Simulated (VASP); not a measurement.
Runs of VASP 6.6.1 on Cu. The structure is that of space group R-3m (No. 166), or close to it. The cells are those of the table. 

```csv
task,cell,k mesh,cutoff (eV),gap on the mesh (eV),pressure (GPa),largest force (eV/Å)
single point,"a = 6.492 Å, angles 22.7°, 3 atoms",21 × 21 × 21,520,none,(a),-
single point,"a = 6.502 Å, angles 22.7°, 3 atoms",9 × 9 × 9,520,none,0.7,-
relaxation of cell and atoms,"relaxed from a = 6.637 Å, angles 23.2°, 3 atoms",9 × 9 × 9,600,none,-0.2,0.01
single point,"a = 6.637 Å, angles 23.2°, 3 atoms",9 × 9 × 9,520,none,-10.9,0.01
```

Alike in all rows: level PBE; potentials or basis VASP PAW PBE potentials, release 64 (Cu); no spin polarisation; smearing gaussian 0.1 eV.

Task: Estimate the missing entries.

Result: (a) 0.6.

A gap of «none» marks levels without a gap at the run's occupations.
